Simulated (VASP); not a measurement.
# GaSi16 (a cell with a defect) in VASP: notebook

The runs below take GaSi16 (a cell with a defect) through single point, with PBE+D3(BJ).

All numbers are computed with VASP 6.6.1; they aren't measurements. Logs are shortened: lines on timing, memory, paths and dates and some standing lists are left out, and cuts for length are marked.

## Step 1: The cell of the first run

The cell holds a defect, 17 atoms: a = 7.679 Å, b = 7.679 Å, c = 7.679 Å, α = 60.00°, β = 60.00°, γ = 60.00°.

## Step 2: Single point, PBE+D3(BJ), collinear spin, zero start

INCAR reads:

```
PREC = Accurate
ENCUT = 520
EDIFF = 1E-7
ISMEAR = 0
SIGMA = 0.05
LREAL = Auto
LASPH = T
NELM = 150
ALGO = Normal
ISIF = 2
LWAVE = F
LCHARG = F
ISPIN = 2
MAGMOM = 0 0 0 0 0 0 0 0 0 0 0 0 0 0 0 0 0
LORBIT = 11
GGA = PE
IVDW = 12
NBANDS = 56
```

KPOINTS reads:

```
regular mesh
0
Gamma
  2 2 2
```

POSCAR reads:

```
GaSi16
1.0
    0.0000000000      5.4300000000      5.4300000000
    5.4300000000      0.0000000000      5.4300000000
    5.4300000000      5.4300000000      0.0000000000
Si Ga
16 1
Direct
    0.0092193370      0.0093948435     -0.0279077348
    0.1204994475      0.1206731123      0.1214392265
    0.0005463168      0.0007203499      0.4944908840
    0.1329657459      0.1331370166      0.6008506446
   -0.0263689687      0.5087328729      0.0089802026
    0.1204995396      0.6374879374      0.1214382136
    0.0005477901      0.5043313996      0.4944903315
    0.1158061694      0.6274719153      0.6293389503
    0.5085596685     -0.0261653775      0.0089666667
    0.6373150092      0.1206770718      0.1214291897
    0.5041630755      0.0007253223      0.4944774401
    0.6272932781      0.1160015654      0.6293229282
    0.5085848987      0.5087406998      0.0089629834
    0.6130804788      0.6132863720      0.1604668508
    0.4917619705      0.4919542357      0.5244249540
    0.6272994475      0.6274769797      0.6293195212
    0.3593003683      0.3595128913      0.9218127072
```

Potentials or basis: VASP PAW PBE potentials, release 64 (Si, Ga_d).

On the command line:

```sh
cat potpaw_PBE.64/Si/POTCAR potpaw_PBE.64/Ga_d/POTCAR > POTCAR
mpirun -np 1 vasp_std > vasp.out
```

OUTCAR:

```text
PREC = Accurate
   ENCUT = 520
   EDIFF = 1E-7
   ISMEAR = 0
   LREAL = Auto
   LASPH = T
   NELM = 150
   ISIF = 2
   ISPIN = 2
   LORBIT = 11
   GGA = PE
   IVDW = 12
 IVDW          = 12

 ion  position               nearest neighbor table
   1  0.009  0.009  0.972-   4 2.33  10 2.34   2 2.34   6 2.34
   2  0.120  0.121  0.121-   1 2.34   3 2.34   9 2.44   5 2.44  17 2.61
   3  0.001  0.001  0.494-   4 2.33   2 2.34   8 2.34  12 2.34
   4  0.133  0.133  0.601-   1 2.33   7 2.33   3 2.33  11 2.33
   5  0.974  0.509  0.009-  14 2.27   8 2.38  17 2.43   2 2.44   6 2.44
   6  0.120  0.637  0.121-   1 2.34   7 2.34   5 2.44  13 2.44  17 2.61
   7  0.001  0.504  0.494-   4 2.33   6 2.34   8 2.34  16 2.34
   8  0.116  0.627  0.629-   7 2.34   3 2.34  15 2.36   5 2.38  17 2.92
   9  0.509  0.974  0.009-  14 2.27  12 2.38  17 2.43   2 2.44  10 2.44
  10  0.637  0.121  0.121-   1 2.34  11 2.34   9 2.44  13 2.44  17 2.61
  11  0.504  0.001  0.494-   4 2.33  10 2.34  16 2.34  12 2.34
  12  0.627  0.116  0.629-  11 2.34   3 2.34  15 2.36   9 2.38  17 2.92
  13  0.509  0.509  0.009-  14 2.27  16 2.38  17 2.43  10 2.44   6 2.44
  14  0.613  0.613  0.160-  13 2.27   9 2.27   5 2.27  15 2.28
  15  0.492  0.492  0.524-  14 2.28  12 2.36   8 2.36  16 2.36  17 2.49
  16  0.627  0.627  0.629-   7 2.34  11 2.34  15 2.36  13 2.38  17 2.92
  17  0.359  0.360  0.922-  13 2.43   5 2.43   9 2.43  15 2.49   6 2.61  10 2.61   2 2.61  16 2.92
                             8 2.92  12 2.92

  LATTYP: Found a face centered cubic cell.
 ALAT       =    10.8600000000

  Lattice vectors:

 A1 = (   0.0000000000,   5.4300000000,   5.4300000000)
 A2 = (   5.4300000000,   0.0000000000,   5.4300000000)
 A3 = (   5.4300000000,   5.4300000000,   0.0000000000)

Analysis of symmetry for initial positions (statically):
=====================================================================
 Subroutine PRICEL returns:
 Original cell was already a primitive cell.

 Routine SETGRP: Setting up the symmetry group for a
 face centered cubic supercell.

 Subroutine GETGRP returns: Found  1 space group operations
 (whereof  1 operations were pure point group operations)
 out of a pool of 48 trial point group operations.

The static configuration has the point symmetry C_1 .

Analysis of symmetry for dynamics (positions and initial velocities):
=====================================================================
 Subroutine PRICEL returns:
 Original cell was already a primitive cell.

 Routine SETGRP: Setting up the symmetry group for a
 face centered cubic supercell.

 Subroutine GETGRP returns: Found  1 space group operations
 (whereof  1 operations were pure point group operations)
 out of a pool of 48 trial point group operations.

The dynamic configuration has the point symmetry C_1 .

Analysis of structural, dynamic, and magnetic symmetry:
=====================================================================
 Subroutine PRICEL returns:
 Original cell was already a primitive cell.

 Routine SETGRP: Setting up the symmetry group for a
 face centered cubic supercell.

 Subroutine GETGRP returns: Found  1 space group operations
 (whereof  1 operations were pure point group operations)
 out of a pool of 48 trial point group operations.

The overall configuration has the point symmetry C_1 .

 Subroutine INISYM returns: Found  1 space group operations
 (whereof  1 operations are pure point group operations),
 and found     1 'primitive' translations

----------------------------------------------------------------------------------------

                                     Primitive cell

  volume of cell :     320.2060

  direct lattice vectors                    reciprocal lattice vectors
     0.000000000  5.430000000  5.430000000    -0.092081031  0.092081031  0.092081031
     5.430000000  0.000000000  5.430000000     0.092081031 -0.092081031  0.092081031
     5.430000000  5.430000000  0.000000000     0.092081031  0.092081031 -0.092081031

  length of vectors
     7.679179644  7.679179644  7.679179644     0.159489025  0.159489025  0.159489025

  position of ions in fractional coordinates (direct lattice)
     0.009219337  0.009394843  0.972092265
     0.120499448  0.120673112  0.121439227
     0.000546317  0.000720350  0.494490884
     0.132965746  0.133137017  0.600850645
     0.973631031  0.508732873  0.008980203
     0.120499540  0.637487937  0.121438214
[... 9 lines left out ...]
     0.627299448  0.627476980  0.629319521
     0.359300368  0.359512891  0.921812707

  ion indices of the primitive-cell ions
   primitive index   ion index
                 1           1
                 2           2
                 3           3
                 4           4
                 5           5
                 6           6
[... 9 lines left out ...]
                16          16
                17          17

----------------------------------------------------------------------------------------

[... 77 lines left out ...]
   GGA     = PE    functional components
   LHFCALC =     F    Hartree Fock is set to
   AEXX    =    0.0000 exact exchange contribution
   IVDW    =    12    specifies the selected vdW correction
   LEPSILON=     F    determine dielectric tensor
   LRPA    =     F    only Hartree local field effects (RPA)
 spin polarized calculation
 Gauss-broadening in eV      SIGMA  =   0.05
  energy-cutoff  :      520.00
  volume of cell :      320.21
 maximum number of plane-waves:      8646
 NGX is ok and might be reduce to    60
   NGX = 29   NGY = 29   NGZ = 29

 number of electron      76.9999998 magnetization       0.0000076

 number of electron      76.9999998 magnetization      -0.0000025

 Free energy of the ion-electron system (eV)
  ---------------------------------------------------
  ext. energy  EPLUGINS =         0.00000000
  ---------------------------------------------------
  free energy    TOTEN  =       -85.57852282 eV

  energy without entropy =      -85.57102524  energy(sigma->0) =      -85.57477403

 E-fermi :   6.8936     XC(G=0):  -9.7360

 val. band max:        6.7462691855   @ k =   0.0000   0.0000   0.0000
 cond. band min:       6.8944623317   @ k =   0.0000   0.0000   0.0000
 fundamental gap:      0.1481931462
 Fermi energy:         6.8936371294

 spin component 1

 k-point     1 :       0.0000    0.0000    0.0000
  band No.  band energies     occupation
      1      -8.6880      1.00000
      2      -8.6880      1.00000
      3      -8.6731      1.00000
      4      -8.6455      1.00000
      5      -8.6455      1.00000
      6      -6.1392      1.00000
[... 42 lines left out ...]
     49       8.1921      0.00000
     50       8.3792      0.00000
[... 369 lines left out ...]
     49      10.3354      0.00000
     50      10.3888      0.00000
 Fermi energy:         6.8936371294

 spin component 2

 k-point     1 :       0.0000    0.0000    0.0000
  band No.  band energies     occupation
      1      -8.6880      1.00000
      2      -8.6880      1.00000
      3      -8.6731      1.00000
      4      -8.6455      1.00000
      5      -8.6455      1.00000
      6      -6.1392      1.00000
[... 42 lines left out ...]
     49       8.1921      0.00000
     50       8.3792      0.00000
[... 369 lines left out ...]
     49      10.3354      0.00000
     50      10.3888      0.00000
 [bands above 50 left out]

------------------------ aborting loop because EDIFF is reached ----------------------------------------

 Edisp (eV)   -5.62339

 E8    (eV) :    -2.3455

  FORCE on cell =-STRESS in cart. coord.  units (eV):
  Direction    XX          YY          ZZ          XY          YZ          ZX
  --------------------------------------------------------------------------------------
  -------------------------------------------------------------------------------------
  Total       6.15643     6.15846     6.15748    -0.32596     0.32722     0.32680
  in kB      30.80423    30.81435    30.80948    -1.63098     1.63727     1.63517
  external pressure =       30.81 kB  Pullay stress =        0.00 kB

 VOLUME and BASIS-vectors are now :
 -----------------------------------------------------------------------------
  energy-cutoff  :      520.00
  volume of cell :      320.21
      direct lattice vectors                 reciprocal lattice vectors
     0.000000000  5.430000000  5.430000000    -0.092081031  0.092081031  0.092081031
     5.430000000  0.000000000  5.430000000     0.092081031 -0.092081031  0.092081031
     5.430000000  5.430000000  0.000000000     0.092081031  0.092081031 -0.092081031

 POSITION                                       TOTAL-FORCE (eV/Angst)
 -----------------------------------------------------------------------------------
      5.32948      5.32852      0.10108         0.059836      0.059107     -0.059354
      1.31467      1.31373      1.30957         0.033399      0.033565      0.011052
      2.68900      2.68805      0.00688         0.029268      0.028645      0.001508
      3.98555      3.98462      1.44494         0.062439      0.063009     -0.062810
      2.81118      5.33558      8.04924        -0.013567      0.033183      0.013905
      4.12097      1.31372      4.11587        -0.011322      0.033705     -0.033548
[... 9 lines left out ...]
      6.82440      6.82344      6.81344        -0.007188     -0.006952     -0.003418
      6.95760      6.95644      3.90316        -0.120787     -0.120446      0.120231
 -----------------------------------------------------------------------------------
    total drift:                               -0.006447     -0.004088      0.005976

  FREE ENERGIE OF THE ION-ELECTRON SYSTEM (eV)
  ---------------------------------------------------
  free  energy   TOTEN  =       -91.2019141271 eV

  energy  without entropy=      -91.1944165510  energy(sigma->0) =      -91.19816534

 total charge

# of ion       s       p       d       tot
------------------------------------------
    1        0.747   0.951   0.000   1.699
    2        0.748   0.922   0.000   1.670
    3        0.744   0.956   0.000   1.700
    4        0.737   0.967   0.000   1.704
    5        0.761   0.929   0.000   1.690
    6        0.748   0.922   0.000   1.670
[... 9 lines left out ...]
   16        0.746   0.936   0.000   1.681
   17        1.076   0.734  10.053  11.864
--------------------------------------------------
tot         13.064  15.833  10.053  38.950

 magnetization (x)

# of ion       s       p       d       tot
------------------------------------------
    1       -0.000   0.000   0.000   0.000
    2        0.000  -0.000   0.000  -0.000
    3        0.000   0.000   0.000   0.000
    4        0.000   0.000   0.000   0.000
    5       -0.000   0.000   0.000   0.000
    6        0.000   0.000   0.000   0.000
[... 9 lines left out ...]
   16        0.000   0.000   0.000   0.000
   17       -0.000  -0.000   0.000  -0.000
--------------------------------------------------
tot          0.000   0.000   0.000   0.000
```

Wall time 13 min (1 thread of Intel Xeon 6975P-C (Granite Rapids), shared host); peak memory 0.72 GiB.

What came out:

```
Free energy                                           : -91.2019 eV
Pressure                                              : 3.1 GPa
Largest force                                         : 0.209 eV/Å
Net moment                                            : 0.00 μB per cell
Valence electrons inside the program's atomic spheres : Si 1.70, 1.67, 1.69, 1.68, 1.75; Ga 11.86
Dispersion energy per atom                            : -0.331 eV
```

Forces in eV/Å, atoms in the order of the input:
```
Si   0.060  0.059 -0.059
Si   0.033  0.034  0.011
Si   0.029  0.029  0.002
Si   0.062  0.063 -0.063
Si  -0.014  0.033  0.014
Si  -0.011  0.034 -0.034
Si  -0.001  0.029 -0.029
Si  -0.007  0.003  0.007
Si   0.033 -0.014  0.014
Si   0.033 -0.011 -0.033
Si   0.029 -0.002 -0.029
Si   0.003 -0.007  0.007
Si  -0.014 -0.014 -0.033
Si  -0.045 -0.046  0.045
Si  -0.064 -0.063  0.064
Si  -0.007 -0.007 -0.003
Ga  -0.121 -0.120  0.120
```

Stress tensor (GPa, compression positive):
```
 3.08 -0.16  0.16
-0.16  3.08  0.16
 0.16  0.16  3.08
```

Levels at points of the mesh, in eV from the Fermi level:
Spin up:
```
           k point  band 36  band 37  band 38  band 39  band 40  band 41
(0.00, 0.00, 0.00)    -0.78    -0.70    -0.70    -0.32    -0.15    -0.15
(0.50, 0.00, 0.00)    -1.48    -1.46    -0.97     0.16     0.47     0.71
(0.00, 0.50, 0.00)    -1.48    -1.46    -0.97     0.16     0.47     0.71
(0.00, 0.00, 0.50)    -1.44    -1.44    -1.16     0.07     0.47     0.47
(0.50, 0.50, 0.50)    -1.48    -1.46    -0.97     0.16     0.47     0.71
(0.50, 0.50, 0.00)    -1.99    -1.91    -0.63     0.23     1.01     1.22
(0.00, 0.50, 0.50)    -1.99    -1.91    -0.63     0.23     1.01     1.22
(0.50, 0.00, 0.50)    -1.99    -1.91    -0.63     0.23     1.01     1.22
```
Spin down:
```
           k point  band 34  band 35  band 36  band 37  band 38  band 39  band 40  band 41  band 42  band 43
(0.00, 0.00, 0.00)    -1.80    -1.70    -0.78    -0.70    -0.70    -0.32    -0.15    -0.15     0.00     0.00
(0.50, 0.00, 0.00)    -1.61    -1.49    -1.48    -1.46    -0.97     0.16     0.47     0.71     0.78     0.84
(0.00, 0.50, 0.00)    -1.61    -1.49    -1.48    -1.46    -0.97     0.16     0.47     0.71     0.78     0.84
(0.00, 0.00, 0.50)    -1.46    -1.46    -1.44    -1.44    -1.16     0.07     0.47     0.47     0.98     0.98
(0.50, 0.50, 0.50)    -1.61    -1.49    -1.48    -1.46    -0.97     0.16     0.47     0.71     0.78     0.84
(0.50, 0.50, 0.00)    -2.12    -2.10    -1.99    -1.91    -0.63     0.23     1.01     1.22     1.34     1.43
(0.00, 0.50, 0.50)    -2.12    -2.10    -1.99    -1.91    -0.63     0.23     1.01     1.22     1.34     1.43
(0.50, 0.00, 0.50)    -2.12    -2.10    -1.99    -1.91    -0.63     0.23     1.01     1.22     1.34     1.43
```

Caveat: the k points lie up to 0.50 Å⁻¹ apart.

## Step 3: Single point, PBE+D3(BJ), collinear spin, zero start

INCAR reads:

```
PREC     = Accurate       # precision mode
ENCUT    = 520            # plane-wave cutoff, eV
EDIFF    = 1E-6           # SCF threshold, eV
ISMEAR   = 0              # smearing method
SIGMA    = 0.05           # smearing width, eV
LREAL    = Auto         
LASPH    = T              # aspherical terms in the spheres
NELM     = 150            # most SCF steps
ALGO     = Normal         # electronic algorithm
ISIF     = 2              # what is computed and relaxed
LWAVE    = F              # write WAVECAR
LCHARG   = T              # write CHGCAR
ISPIN    = 2              # spin polarisation
MAGMOM   = 0 0 0 0 0 0 0 0 0 0 0 0 0 0 0 0 0 # initial moments
LORBIT   = 11             # projections on sites
GGA      = PE             # functional
IVDW     = 12             # dispersion correction
LELF     = T              # ELF
LVHAR    = T            
NBANDS   = 56             # bands
```

KPOINTS reads:

```
Automatic mesh
0
Gamma
  2 2 2
```

POSCAR reads:

```
GaSi16
1.0
    0.0000000000      5.4300000000      5.4300000000
    5.4300000000      0.0000000000      5.4300000000
    5.4300000000      5.4300000000      0.0000000000
Si Ga
16 1
Direct
    0.0168270718      0.0170033149     -0.0508204420
    0.1171787293      0.1173549724      0.1168564457
   -0.0010057090     -0.0008311234      0.4891968692
    0.1412067219      0.1413792818      0.5760457643
   -0.0349289134      0.5115854512      0.0117591160
    0.1171808471      0.6486224678      0.1168475138
   -0.0010017495      0.5126518416      0.4891866483
    0.1110889503      0.6272594843      0.6343959484
    0.5114104052     -0.0347566298      0.0117687845
    0.6484475138      0.1173537753      0.1168524862
    0.5124796501     -0.0008310313      0.4891916206
    0.6270848987      0.1112587477      0.6344047882
    0.5114180479      0.5115856354      0.0117650092
    0.6049060773      0.6050764273      0.1849504604
    0.4807775322      0.4809475138      0.5573359116
    0.6270895028      0.6272600368      0.6344016575
    0.3397100368      0.3398827808      0.9805395028
```

Potentials or basis: VASP PAW PBE potentials, release 64 (Si, Ga_d).

On the command line:

```sh
cat potpaw_PBE.64/Si/POTCAR potpaw_PBE.64/Ga_d/POTCAR > POTCAR
mpirun -np 1 vasp_std > vasp.out
```

Run time: 9.4 min. Hardware: 1 thread of Intel Xeon 6975P-C (Granite Rapids), shared host; peak memory 0.69 GiB.

It converged, with:

```yaml
Free_energy: -90.9312 eV
Pressure: 2.6 GPa
Largest_force: 0.841 eV/Å
Net_moment: 0.00 μB per cell
Valence_electrons_inside_the_program's_atomic_spheres: Si 1.70, 1.67, 1.68, 1.69, 1.73; Ga 11.88
Dispersion_energy_per_atom: -0.331 eV
```

Forces in eV/Å, atoms in the order of the input:
```
Si   0.101  0.101 -0.101
Si   0.061  0.061  0.031
Si   0.018  0.018 -0.046
Si   0.078  0.078 -0.078
Si   0.047  0.027 -0.047
Si  -0.031  0.061 -0.061
Si   0.047  0.018 -0.018
Si   0.011 -0.042 -0.011
Si   0.027  0.047 -0.047
Si   0.061 -0.031 -0.061
Si   0.018  0.047 -0.018
Si  -0.042  0.011 -0.011
Si   0.047  0.047 -0.027
Si   0.005  0.005 -0.005
Si   0.027  0.027 -0.027
Si   0.011  0.011  0.042
Ga  -0.486 -0.486  0.485
```

Stress tensor (GPa, compression positive):
```
 2.65 -0.83  0.83
-0.83  2.65  0.83
 0.83  0.83  2.65
```

Levels at points of the mesh, in eV from the Fermi level:
Spin up:
| k point | band 34 | band 35 | band 36 | band 37 | band 38 | band 39 | band 40 | band 41 | band 42 | band 43 |
| --- | --- | --- | --- | --- | --- | --- | --- | --- | --- | --- |
| (0.00, 0.00, 0.00) | -1.84 | -1.65 | -0.86 | -0.70 | -0.70 | -0.61 | -0.19 | -0.19 | 0.03 | 0.03 |
| (0.50, 0.00, 0.00) | -1.70 | -1.54 | -1.54 | -1.51 | -0.75 | 0.13 | 0.22 | 0.67 | 0.72 | 0.83 |
| (0.00, 0.00, 0.50) | -1.48 | -1.48 | -1.39 | -1.39 | -1.17 | -0.01 | 0.36 | 0.36 | 1.05 | 1.05 |
| (0.50, 0.50, 0.50) | -1.70 | -1.54 | -1.54 | -1.51 | -0.75 | 0.13 | 0.22 | 0.67 | 0.72 | 0.83 |
| (0.50, 0.50, 0.00) | -2.22 | -2.15 | -1.99 | -1.92 | -0.53 | 0.10 | 0.78 | 1.26 | 1.36 | 1.56 |
| (0.00, 0.50, 0.50) | -2.22 | -2.15 | -1.99 | -1.92 | -0.53 | 0.10 | 0.78 | 1.26 | 1.36 | 1.56 |
Spin down:
```csv
k point,band 35,band 36,band 37,band 38,band 39,band 40,band 41,band 42
"(0.00, 0.00, 0.00)",-1.65,-0.86,-0.70,-0.70,-0.61,-0.19,-0.19,0.03
"(0.50, 0.00, 0.00)",-1.54,-1.54,-1.51,-0.75,0.13,0.22,0.67,0.72
"(0.00, 0.00, 0.50)",-1.48,-1.39,-1.39,-1.17,-0.01,0.36,0.36,1.05
"(0.50, 0.50, 0.50)",-1.54,-1.54,-1.51,-0.75,0.13,0.22,0.67,0.72
"(0.50, 0.50, 0.00)",-2.15,-1.99,-1.92,-0.53,0.10,0.78,1.26,1.36
"(0.00, 0.50, 0.50)",-2.15,-1.99,-1.92,-0.53,0.10,0.78,1.26,1.36
```

Caveat: the k points lie up to 0.50 Å⁻¹ apart.
